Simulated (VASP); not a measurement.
# SiC (P6_3mc) in VASP: further runs, part 2 of 2

VASP 6.6.1.

### 3 Relaxation of shape and atoms at fixed volume, r2SCAN (9.72 Å³/atom)

This run uses another cell than the first one, of 9.72 Å³/atom.

POSCAR

```
SiC
1.0
    3.0128290824      0.0000000000      0.0000000000
   -1.5064145412      2.6091865226      0.0000000000
    0.0000000000      0.0000000000      4.9437657728
Si C
2 2
Direct
    0.3333333333      0.6666666667      0.0045754862
    0.6666666667      0.3333333333      0.5045754862
    0.3333333333      0.6666666667      0.3804245138
    0.6666666667      0.3333333333      0.8804245138
```

INCAR.step1

```
SYSTEM = SiC
PREC = Accurate
ENCUT = 600
ISMEAR = 0
SIGMA = 0.02
LREAL = .FALSE.
LASPH = .TRUE.
NELM = 100
GGA = PE
ALGO = Normal
EDIFF = 1E-4
LWAVE = .TRUE.
LCHARG = .FALSE.
```

INCAR.step2

```
SYSTEM = SiC
PREC = Accurate
ENCUT = 600
EDIFF = 1E-7
ISMEAR = 0
SIGMA = 0.02
LREAL = .FALSE.
LASPH = .TRUE.
NELM = 100
ALGO = Normal
ISIF = 4
LWAVE = .FALSE.
LCHARG = .FALSE.
METAGGA = R2SCAN
LMIXTAU = .TRUE.
IBRION = 2
NSW = 50
EDIFFG = -0.01
ISTART = 1
```

KPOINTS

```
regular mesh
0
G
  12 12 6
  0 0 0
```

Potentials or basis: VASP PAW PBE potentials, release 64 (Si, C).

On the command line:

```
$ cat potpaw_PBE.64/Si/POTCAR potpaw_PBE.64/C/POTCAR > POTCAR
$ cp INCAR.step1 INCAR
$ mpirun -np 1 vasp_std > vasp.out
$ cp INCAR.step2 INCAR
$ mpirun -np 1 vasp_std > vasp.out
```

OUTCAR:

```text
SYSTEM = SiC
   PREC = Accurate
   ENCUT = 600
   EDIFF = 1E-7
   ISMEAR = 0
   LREAL = .FALSE.
   LASPH = .TRUE.
   NELM = 100
   ISIF = 4
   METAGGA = R2SCAN
   IBRION = 2
   NSW = 50
   EDIFFG = -0.01
   ISTART = 1

 ion  position               nearest neighbor table
   1  0.333  0.667  0.005-   4 1.84   4 1.84   4 1.84   3 1.86   2 3.02   2 3.02   2 3.02   2 3.02
                             2 3.02   2 3.02
   2  0.667  0.333  0.505-   3 1.84   3 1.84   3 1.84   4 1.86   1 3.02   1 3.02   1 3.02   1 3.02
                             1 3.02   1 3.02
   3  0.333  0.667  0.380-   2 1.84   2 1.84   2 1.84   1 1.86
   4  0.667  0.333  0.880-   1 1.84   1 1.84   1 1.84   2 1.86

  LATTYP: Found a hexagonal cell.
 ALAT       =     3.0128290824
 C/A-ratio  =     1.6409048232

  Lattice vectors:

[... 281 lines left out ...]
      2      -4.1353      2.00000
      3      -0.4947      2.00000
      4       7.4432      2.00000
      5       7.4432      2.00000
      6       8.7463      2.00000
      7       8.8594      2.00000
      8       8.8594      2.00000
      9      14.8027      0.00000
     10      16.3360      0.00000
     11      16.4559      0.00000
     12      16.4559      0.00000
[... 331 lines left out ...]
 k-point    24 :       0.3333   -0.0000    0.1667
  band No.  band energies     occupation
      1      -5.8592      2.00000
      2      -3.1137      2.00000
      3       1.0791      2.00000
      4       2.7745      2.00000
      5       3.7762      2.00000
      6       5.7676      2.00000
      7       7.1470      2.00000
      8       7.6830      2.00000
      9      12.8982      0.00000
     10      13.9706      0.00000
     11      16.7177      0.00000
     12      17.6062      0.00000

 [... further k-points ...]

------------------------ aborting loop because EDIFF is reached ----------------------------------------

  FORCE on cell =-STRESS in cart. coord.  units (eV):
  Direction    XX          YY          ZZ          XY          YZ          ZX
  --------------------------------------------------------------------------------------
  -------------------------------------------------------------------------------------
  Total        3.7567287      3.7567287      3.7544991     -0.0000000      0.0000000      0.0000000
  in kB      154.8755678    154.8755678    154.7836463     -0.0000000      0.0000000      0.0000000
  external PRESSURE =     154.8449273 kB  Pullay stress =       0.0000000 kB
[... 19 lines left out ...]
  FREE ENERGIE OF THE ION-ELECTRON SYSTEM (eV)
  ---------------------------------------------------
  free  energy   TOTEN  =       -38.5273416706 eV

  energy  without entropy=      -38.5273416706  energy(sigma->0) =      -38.52734167

 reached required accuracy - stopping structural energy minimisation
```

OUTCAR.step1:

```text
SYSTEM = SiC
   PREC = Accurate
   ENCUT = 600
   ISMEAR = 0
   LREAL = .FALSE.
   LASPH = .TRUE.
   NELM = 100
[... 592 lines left out ...]
      1.50641      0.86973      2.49450        -0.000000     -0.000000      0.013318
     -0.00000      1.73946      1.88073         0.000000      0.000000     -0.013318
      1.50641      0.86973      4.35261        -0.000000     -0.000000     -0.013318
 -----------------------------------------------------------------------------------
    total drift:                                0.000000      0.000000      0.000022

  FREE ENERGIE OF THE ION-ELECTRON SYSTEM (eV)
  ---------------------------------------------------
  free  energy   TOTEN  =       -29.9354234458 eV

  energy  without entropy=      -29.9354234458  energy(sigma->0) =      -29.93542345
```

It took 1.8 min on 1 thread of Intel Xeon 6975P-C (Granite Rapids), shared host; peak memory 0.18 GiB.

What came out:

```
Free energy               : -38.5273 eV
Energy gained by relaxing : 0.0 meV/atom
Ionic steps               : 3
Pressure after relaxing   : 15.5 GPa
Band gap on the k mesh    : 2.57 eV (least direct gap 4.63 eV)
```

Final structure:
```yaml
crystal:
  lattice:
    - [3.01307, 0.00000, 0.00000]
    - [-1.50653, 2.60939, 0.00000]
    - [0.00000, 0.00000, 4.94299]
  atoms:
    - { symbol: Si, position: [0.33333, 0.66667, 0.00461] }
    - { symbol: Si, position: [0.66667, 0.33333, 0.50461] }
    - { symbol: C, position: [0.33333, 0.66667, 0.38039] }
    - { symbol: C, position: [0.66667, 0.33333, 0.88039] }
```

Levels at points of the mesh, in eV from the valence-band top:
| k point | band 6 | band 7 | band 8 | band 9 | band 10 | band 11 |
| --- | --- | --- | --- | --- | --- | --- |
| (0.00, 0.00, 0.00) | -0.11 | 0.00 | 0.00 | 5.94 | 7.48 | 7.60 |
| (0.50, 0.00, 0.00) | -3.61 | -3.54 | -1.27 | 3.35 | 4.75 | 7.91 |
| (0.00, 0.00, 0.50) | -0.76 | -0.76 | -0.76 | 7.07 | 7.07 | 8.26 |
| (0.50, 0.00, 0.50) | -2.65 | -2.50 | -2.50 | 3.88 | 3.88 | 6.10 |

Caveat: the PAW data sets were made with another functional, which shifts forces and pressure a little.

### 4 Relaxation of shape and atoms at fixed volume, r2SCAN (10.03 Å³/atom)

This run uses another cell than the first one, of 10.03 Å³/atom.

POSCAR

```
SiC
1.0
    3.0441303050      0.0000000000      0.0000000000
   -1.5220651525      2.6362941765      0.0000000000
    0.0000000000      0.0000000000      4.9971717901
Si C
2 2
Direct
    0.3333333333      0.6666666667      0.0046028827
    0.6666666667      0.3333333333      0.5046028827
    0.3333333333      0.6666666667      0.3803971173
    0.6666666667      0.3333333333      0.8803971173
```

INCAR.step1

```
ALGO = Normal ; EDIFF = 1E-4
ENCUT = 600 ; GGA = PE
ISMEAR = 0 ; LASPH = T
LCHARG = F ; LREAL = F
LWAVE = T ; NELM = 80
PREC = Accurate ; SIGMA = 0.02
```

INCAR.step2

```
ALGO = Normal ; EDIFF = 1E-7
EDIFFG = -0.01 ; ENCUT = 600
IBRION = 2 ; ISIF = 4
ISMEAR = 0 ; ISTART = 1
LASPH = T ; LCHARG = F
LMIXTAU = T ; LREAL = F
LWAVE = F ; METAGGA = R2SCAN
NELM = 80 ; NSW = 50
PREC = Accurate ; SIGMA = 0.02
```

KPOINTS

```
k-points
0
Gamma
  12 12 6
```

On the command line:

```
$ cat potpaw_PBE.64/Si/POTCAR potpaw_PBE.64/C/POTCAR > POTCAR
$ cp INCAR.step1 INCAR
$ mpirun -np 1 vasp_std > vasp.out
$ cp INCAR.step2 INCAR
$ mpirun -np 1 vasp_std > vasp.out
```

Run time: 56 s. Hardware: 1 thread of Intel Xeon 6975P-C (Granite Rapids), shared host; peak memory 0.19 GiB.

It converged, with:

```yaml
Free_energy: -38.6152 eV
Pressure_after_relaxing: 7.0 GPa
Largest_force_after_relaxing: 0.004 eV/Å
Band_gap_on_the_k_mesh: 2.61 eV (least direct gap 4.56 eV)
```

Forces in eV/Å, atoms in the order of the input:
```
Si   0.000  0.000  0.004
Si   0.000  0.000  0.004
C    0.000  0.000 -0.004
C    0.000  0.000 -0.004
```

Stress tensor (GPa, compression positive):
```
7.07 0.00 0.00
0.00 7.07 0.00
0.00 0.00 6.86
```

Final structure:
```
CELL_PARAMETERS angstrom
3.04413 0.00000 0.00000
-1.52207 2.63629 0.00000
0.00000 0.00000 4.99717
ATOMIC_POSITIONS crystal
Si 0.33333 0.66667 0.00460
Si 0.66667 0.33333 0.50460
C 0.33333 0.66667 0.38040
C 0.66667 0.33333 0.88040
```

Levels at points of the mesh, in eV from the valence-band top:
```tsv
k point	band 5	band 6	band 7	band 8	band 9	band 10	band 11	band 12
(0.00, 0.00, 0.00)	-1.40	-0.12	0.00	0.00	5.66	7.12	7.39	7.39
(0.50, 0.00, 0.00)	-5.73	-3.54	-3.45	-1.27	3.29	4.70	7.72	7.78
(0.00, 0.00, 0.50)	-0.76	-0.76	-0.76	-0.76	6.78	6.78	8.07	8.07
(0.50, 0.00, 0.50)	-2.60	-2.60	-2.47	-2.47	3.80	3.80	5.94	5.94
```

Caveat: the relaxation stopped at its first step, so nothing moved; the PAW data sets were made with another functional, which shifts forces and pressure a little. A k mesh can miss the band edges.

### 5 The runs side by side

```tsv
cell	gap on the mesh (eV)	pressure (GPa)
relaxed from a = 2.981, b = 2.981, c = 4.890 Å, angles 90.0, 90.0, 120.0°, 4 atoms	2.52	25.3
relaxed from a = 3.013, b = 3.013, c = 4.944 Å, angles 90.0, 90.0, 120.0°, 4 atoms	2.57	15.5
relaxed from a = 3.044, b = 3.044, c = 4.997 Å, angles 90.0, 90.0, 120.0°, 4 atoms	2.61	7.0
```

Alike in all rows: task relaxation of shape and atoms at fixed volume; level r2SCAN; potentials or basis VASP PAW PBE potentials, release 64 (Si, C); no spin polarisation; k mesh 12 × 12 × 6; cutoff (eV) 600; smearing gaussian 0.02 eV.

Caveats: the PAW data sets were made with another functional, which shifts forces and pressure a little; the relaxation stopped at its first step, so nothing moved (at least some runs).

Absolute energies hang on the potentials; compare differences alone.
